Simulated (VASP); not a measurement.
A run of VASP 6.6.1 is set up as follows.

The input INCAR:

```
SYSTEM = As
  PREC = Accurate
  ENCUT = 500
  EDIFF = 1E-6
  ISMEAR = -1
  SIGMA = 0.1
  LREAL = .FALSE.
  LASPH = .TRUE.
  NELM = 120
  ALGO = Normal
  ISIF = 2
  LWAVE = .FALSE.
  LCHARG = .FALSE.
  GGA = PS
  NBANDS = 8
  GGA_COMPAT = .FALSE.
```

The input KPOINTS:

```
regular mesh
0
G
  9 9 9
  0 0 0
```

POSCAR

```
As
1.0
    0.0000000000      1.9213082226      1.9213082226
    1.9213082226      0.0000000000      1.9213082226
    1.9213082226      1.9213082226      0.0000000000
As
1
Direct
    0.0000000000      0.0000000000      0.0000000000
```

Potentials or basis: VASP PAW PBE potentials, release 64 (As).

Launch:

```sh
$ cat potpaw_PBE.64/As/POTCAR > POTCAR
$ mpirun -np 1 vasp_std > vasp.out
```

Problem. What does it give for the pressure?

Solution. 41.2 GPa.

Problem. Estimate the band gap on the k mesh.

Solution. Zero (an odd number of electrons rules out a gap without spin polarisation).

Caveat: the cell stands under pressure; the PAW data sets were made with another functional, which shifts forces and pressure a little.
